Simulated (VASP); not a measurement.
## HC18F: single point with PBE+D3(BJ)

Slab: HC18F, a slab with vacuum.

```
C F H
1.0
     7.39800    0.00000    0.00000
    -3.69900    6.40686    0.00000
     0.00000    0.00000   13.00000
C F H
18 1 1
Direct
  0.00135 0.99874 0.05969
  0.22211 0.10907 0.06937
  0.00139 0.33227 0.06025
  0.22233 0.44143 0.06976
  0.99907 0.66437 0.07349
  0.21977 0.77392 0.07752
  0.33107 0.99736 0.08281
  0.55046 0.10741 0.09203
  0.33597 0.33287 0.07577
  0.55640 0.44229 0.08842
  0.33122 0.66345 0.08305
  0.55029 0.77130 0.09223
  0.65739 0.99363 0.08391
  0.88669 0.10736 0.05269
  0.66783 0.33131 0.08808
  0.88754 0.44001 0.07470
  0.66783 0.66620 0.08798
  0.88771 0.77579 0.07431
  0.80549 0.06707 0.23882
  0.80093 0.06508 0.15642
```

| Quantity | Value |
| --- | --- |
| Program | VASP 6.6.1 |
| Task | single point |
| Functional | PBE |
| Dispersion | D3(BJ) |
| Potentials or basis | VASP PAW PBE potentials, release 64 (C, F, H) |
| Cutoff | 520 eV |
| k mesh | 2 × 2 × 1 |
| Occupations | gaussian, width 0.02 eV |
| Spin | no spin polarisation |
| Dipole correction | no |
| Further INCAR settings | LREAL = Auto; ALGO = Normal; EDIFF = 1e-06; NBANDS = 56 |

```
Largest force              : 4.121 eV/Å
Band gap on the k mesh     : 0.05 eV, direct
Dispersion energy per atom : -0.085 eV
```

Forces on the atoms (eV/Å):
```
C   -0.255 -0.134  0.186
C   -0.215 -0.117  0.152
C   -0.258 -0.128  0.207
C   -0.184 -0.152  0.170
C    0.044  0.045  0.214
C   -0.014 -0.040  0.138
C   -0.100  0.027 -0.025
C    0.113  0.095 -1.111
C   -0.122 -0.044  0.013
C   -0.140 -0.094 -0.185
C   -0.037 -0.084 -0.013
C    0.147  0.027 -1.100
C    0.765  0.477 -3.207
C   -0.668 -0.395  0.382
C   -0.116  0.010 -0.390
C   -0.050  0.002  0.024
C   -0.069 -0.078 -0.396
C   -0.002 -0.070  0.010
F    0.397  0.221  0.904
H    0.764  0.431  4.027
```

Levels at points of the mesh, in eV from the valence-band top:
| k point | band 37 | band 38 | band 39 | band 40 | band 41 | band 42 | band 43 | band 44 |
| --- | --- | --- | --- | --- | --- | --- | --- | --- |
| (0.00, 0.00, 0.00) | -2.91 | -2.86 | -0.13 | 0.00 | 0.05 | 0.11 | 3.83 | 4.07 |
| (0.50, 0.00, 0.00) | -2.42 | -2.38 | -2.26 | -1.88 | 1.45 | 2.22 | 2.43 | 2.55 |
| (0.00, 0.50, 0.00) | -2.41 | -2.36 | -2.29 | -2.04 | 1.72 | 2.16 | 2.36 | 2.47 |
| (0.50, 0.50, 0.00) | -2.42 | -2.35 | -2.24 | -2.02 | 1.63 | 2.14 | 2.37 | 2.49 |

Wall time 3.8 min on 1 thread of AMD EPYC 7R13 Processor (Zen 3) (shared host), peak memory 0.61 GiB.

Caveat: the k points lie up to 0.49 Å⁻¹ apart.
